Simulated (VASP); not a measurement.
# AlCu (Fm-3m) in VASP: single point with r2SCAN

Aim: the single point of AlCu with r2SCAN.

Program: VASP 6.6.1. These are calculated values, not measurements. Logs are shortened: lines on timing, memory, paths and dates and some standing lists are left out, and cuts for length are marked.

### 1 The cell of the first run

Symmetry: Fm-3m, No. 225, cubic system. Conventional cell: a = 4.758 Å, b = 4.758 Å, c = 4.758 Å, α = 90.00°, β = 90.00°, γ = 90.00°. Al (site symmetry m-3m) has 6 Cu at 2.38 Å within 3.1 Å. Cu (site symmetry m-3m) has 6 Al at 2.38 Å within 3.1 Å.

### 2 Single point, r2SCAN

POSCAR

```
AlCu
1.0
    3.1721659599      0.7930414900      0.7930414900
    0.7930414900      3.1721659599      0.7930414900
    0.7930414900      0.7930414900      3.1721659599
Al Cu
1 1
Direct
    0.0000000000      0.0000000000      0.0000000000
    0.5000000000      0.5000000000      0.5000000000
```

INCAR.step1

```
PREC = Accurate
ENCUT = 520
ISMEAR = 0
SIGMA = 0.15
LREAL = False
LASPH = True
NELM = 60
NBANDS = 14
GGA = PE
ALGO = Normal
EDIFF = 1E-4
LWAVE = True
LCHARG = False
```

INCAR.step2

```
PREC = Accurate
ENCUT = 520
EDIFF = 1E-6
ISMEAR = 0
SIGMA = 0.15
LREAL = False
LASPH = True
NELM = 60
ALGO = Normal
ISIF = 2
LWAVE = False
LCHARG = False
METAGGA = R2SCAN
LMIXTAU = True
NBANDS = 14
ISTART = 1
```

KPOINTS

```
Automatic mesh
0
Gamma
  18 18 18
```

Potentials or basis: VASP PAW PBE potentials, release 64 (Al, Cu).

Started as:

```
$ cat potpaw_PBE.64/Al/POTCAR potpaw_PBE.64/Cu/POTCAR > POTCAR
$ cp INCAR.step1 INCAR
$ mpirun -np 1 vasp_std > vasp.out
$ cp INCAR.step2 INCAR
$ mpirun -np 1 vasp_std > vasp.out
```

OUTCAR:

```text
PREC = Accurate
   ENCUT = 520
   EDIFF = 1E-6
   ISMEAR = 0
   LREAL = False
   LASPH = True
   NELM = 60
   ISIF = 2
   METAGGA = R2SCAN
   ISTART = 1

 ion  position               nearest neighbor table
   1  0.000  0.000  0.000-   2 2.38   2 2.38   2 2.38   2 2.38   2 2.38   2 2.38
   2  0.500  0.500  0.500-   1 2.38   1 2.38   1 2.38   1 2.38   1 2.38   1 2.38

  LATTYP: Found a face centered cubic cell.
 ALAT       =     4.7582489399

  Lattice vectors:

 A1 = (   3.1721659599,   0.7930414900,   0.7930414900)
 A2 = (   0.7930414900,   3.1721659599,   0.7930414900)
 A3 = (   0.7930414900,   0.7930414900,   3.1721659599)

Analysis of symmetry for initial positions (statically):
=====================================================================
 Subroutine PRICEL returns:
 Original cell was already a primitive cell.

 Routine SETGRP: Setting up the symmetry group for a
 face centered cubic supercell.

 Subroutine GETGRP returns: Found 48 space group operations
 (whereof 48 operations were pure point group operations)
 out of a pool of 48 trial point group operations.

The static configuration has the point symmetry O_h .

Analysis of symmetry for dynamics (positions and initial velocities):
=====================================================================
 Subroutine PRICEL returns:
 Original cell was already a primitive cell.

 Routine SETGRP: Setting up the symmetry group for a
 face centered cubic supercell.

 Subroutine GETGRP returns: Found 48 space group operations
 (whereof 48 operations were pure point group operations)
 out of a pool of 48 trial point group operations.

The dynamic configuration has the point symmetry O_h .

 Subroutine INISYM returns: Found 48 space group operations
 (whereof 48 operations are pure point group operations),
 and found     1 'primitive' translations

----------------------------------------------------------------------------------------

                                     Primitive cell

  volume of cell :      26.9328

  direct lattice vectors                    reciprocal lattice vectors
     3.172165960  0.793041490  0.793041490     0.350268909 -0.070053782 -0.070053782
     0.793041490  3.172165960  0.793041490    -0.070053782  0.350268909 -0.070053782
     0.793041490  0.793041490  3.172165960    -0.070053782 -0.070053782  0.350268909

  length of vectors
     3.364590092  3.364590092  3.364590092     0.364010128  0.364010128  0.364010128

  position of ions in fractional coordinates (direct lattice)
     0.000000000  0.000000000  0.000000000
     0.500000000  0.500000000  0.500000000

  ion indices of the primitive-cell ions
   primitive index   ion index
[... 88 lines left out ...]
   EFERMI =   0.00;   METHOD = LEGACY
   ISMEAR =     0;   SIGMA  =   0.15  broadening in eV -4-tet -1-fermi 0-gaus
   EFERMI_NEDOS =   21; number of points for ismear=-14 and -15
   IALGO  =     38    algorithm
   IMIX   =      4    mixing-type and parameters
     AMIX     =   0.40;   BMIX     =  1.00
     AMIX_MAG =   1.60;   BMIX_MAG =  1.00
  volume/ion in A,a.u.               =      13.47        90.88
  Fermi-wavevector in a.u.,A,eV,Ry     =   1.316306  2.487459 23.574307  1.732663
  Thomas-Fermi vector in A             =   2.446428
   LORBIT       =      0    0 simple, 1 ext, 2 COOP (PROOUT), +10 PAW based schemes
   METAGGA = R2SCAN    functional components
   LHFCALC =     F    Hartree Fock is set to
   AEXX    =    0.0000 exact exchange contribution
   IVDW    =     0    specifies the selected vdW correction
   LEPSILON=     F    determine dielectric tensor
   LRPA    =     F    only Hartree local field effects (RPA)
 non-spin polarized calculation
 Gauss-broadening in eV      SIGMA  =   0.15
  energy-cutoff  :      520.00
  volume of cell :       26.93
 maximum number of plane-waves:       745
 NGX is ok and might be reduce to    28
   NGX = 13   NGY = 13   NGZ = 13

 number of electron      14.0000012 magnetization

 Free energy of the ion-electron system (eV)
  ---------------------------------------------------
  ext. energy  EPLUGINS =         0.00000000
  ---------------------------------------------------
  free energy    TOTEN  =       -16.74550808 eV

  energy without entropy =      -16.73730648  energy(sigma->0) =      -16.74140728

 E-fermi :   8.4408     XC(G=0): -12.3267

 val. band max:        8.4368104471   @ k =   0.4444   0.3889   0.0556
 cond. band min:       8.4414179795   @ k =   0.5000   0.3889   0.0000
 fundamental gap:      0.0046075324
 Fermi energy:         8.4408495817

 k-point     1 :       0.0000    0.0000    0.0000
  band No.  band energies     occupation
      1      -3.0677      2.00000
      2       3.9975      2.00000
      3       3.9975      2.00000
      4       3.9975      2.00000
      5       4.0508      2.00000
      6       4.0508      2.00000
      7      15.2247      0.00000
      8      15.2247      0.00000
      9      15.2247      0.00000
     10      18.5877      0.00000
     11      18.5877      0.00000
     12      18.5877      0.00000
     13      20.6124      0.00000
     14      23.3694      0.00000
[... 377 lines left out ...]
      1      -1.7923      2.00000
      2       3.7487      2.00000
      3       3.8672      2.00000
      4       3.8719      2.00000
      5       4.2171      2.00000
      6       4.2895      2.00000
      7       9.6523      0.00000
      8      13.4140      0.00000
      9      15.5371      0.00000
     10      17.6735      0.00000
     11      18.2368      0.00000
     12      18.9891      0.00000
     13      20.5902      0.00000
     14      22.0274      0.00000

 [... further k-points ...]

------------------------ aborting loop because EDIFF is reached ----------------------------------------

  FORCE on cell =-STRESS in cart. coord.  units (eV):
  Direction    XX          YY          ZZ          XY          YZ          ZX
  --------------------------------------------------------------------------------------
  -------------------------------------------------------------------------------------
  Total        2.9606040      2.9606040      2.9606040      0.0000000      0.0000000      0.0000000
  in kB      176.1203017    176.1203017    176.1203017      0.0000000      0.0000000      0.0000000
  external PRESSURE =     176.1203017 kB  Pullay stress =       0.0000000 kB

 VOLUME and BASIS-vectors are now :
 -----------------------------------------------------------------------------
  energy-cutoff  :      520.00
  volume of cell :       26.93
      direct lattice vectors                 reciprocal lattice vectors
     3.172165960  0.793041490  0.793041490     0.350268909 -0.070053782 -0.070053782
     0.793041490  3.172165960  0.793041490    -0.070053782  0.350268909 -0.070053782
     0.793041490  0.793041490  3.172165960    -0.070053782 -0.070053782  0.350268909

 POSITION                                       TOTAL-FORCE (eV/Angst)
 -----------------------------------------------------------------------------------
      0.00000      0.00000      0.00000         0.000000     -0.000000     -0.000000
      2.37912      2.37912      2.37912        -0.000000      0.000000      0.000000
 -----------------------------------------------------------------------------------
    total drift:                                0.000000      0.000000      0.000000

  FREE ENERGIE OF THE ION-ELECTRON SYSTEM (eV)
  ---------------------------------------------------
  free  energy   TOTEN  =       -16.7455080827 eV

  energy  without entropy=      -16.7373064755  energy(sigma->0) =      -16.74140728
```

OUTCAR.step1:

```text
PREC = Accurate
   ENCUT = 520
   ISMEAR = 0
   LREAL = False
   LASPH = True
[... 630 lines left out ...]
      0.00000      0.00000      0.00000        -0.000000      0.000000     -0.000000
      2.37912      2.37912      2.37912         0.000000     -0.000000      0.000000
 -----------------------------------------------------------------------------------
    total drift:                                0.000000      0.000000      0.000000

  FREE ENERGIE OF THE ION-ELECTRON SYSTEM (eV)
  ---------------------------------------------------
  free  energy   TOTEN  =        -6.7344701573 eV

  energy  without entropy=       -6.7262699131  energy(sigma->0) =       -6.73037004
```

It took 8 min on 1 thread of Intel Xeon 8259CL, shared host; peak memory 0.22 GiB.

Results:

| Property | Result |
| --- | --- |
| Free energy | -16.7455 eV |
| Pressure | 17.6 GPa |
| Band gap on the k mesh | zero (bands 7 and 8 overlap by 8.37 eV) |

Levels at points of the mesh, in eV from the Fermi level:
```tsv
k point	band 3	band 4	band 5	band 6	band 7	band 8	band 9	band 10	band 11	band 12
(0.00, 0.00, 0.00)	-4.44	-4.44	-4.39	-4.39	6.78	6.78	6.78	10.15	10.15	10.15
(0.50, 0.00, 0.00)	-4.74	-4.74	-3.91	-3.91	-3.08	6.15	6.15	7.65	7.65	9.22
(0.50, 0.50, 0.00)	-4.66	-4.14	-3.78	-3.78	-2.10	1.06	1.06	5.14	5.51	19.05
```

Caveat: the cell stands under pressure; the PAW data sets were made with another functional, which shifts forces and pressure a little.
